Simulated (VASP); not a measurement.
A run of VASP 6.6.1:

Contents of INCAR:

```
ALGO = Normal ; EDIFF = 1E-6
ENCUT = 520 ; GGA = PE
ISIF = 2 ; ISMEAR = 0
LASPH = True ; LCHARG = False
LREAL = False ; LWAVE = False
NBANDS = 25 ; NELM = 100
PREC = Accurate ; SIGMA = 0.1
```

File KPOINTS:

```
k-points
0
Gamma
  6 6 4
```

Contents of POSCAR:

```
LuNO
1.0
    3.6296877993      0.0000000000      0.0000000000
   -1.8148438997      3.1434018420      0.0000000000
    0.0000000000      0.0000000000      3.4126433395
Lu N O
1 1 1
Direct
    0.0000000000      0.0000000000      0.5000000000
    0.6666666667      0.3333333333      0.0000000000
    0.3333333333      0.6666666667      0.5000000000
```

Potentials or basis: VASP PAW PBE potentials, release 64 (Lu, N, O).

Launch:

```console
$ cat potpaw_PBE.64/Lu/POTCAR potpaw_PBE.64/N/POTCAR potpaw_PBE.64/O/POTCAR > POTCAR
$ mpirun -np 1 vasp_std > vasp.out
```

Hardware: 1 thread of Intel(R) Xeon(R) 6975P-C (Granite Rapids), with other jobs on the host.

Q: Estimate the wall time of this run.

A: It took 27 s on 1 thread of Intel(R) Xeon(R) 6975P-C (Granite Rapids), on a shared host, peak memory 0.17 GiB. Counts: scf iterations 16, k points 21.
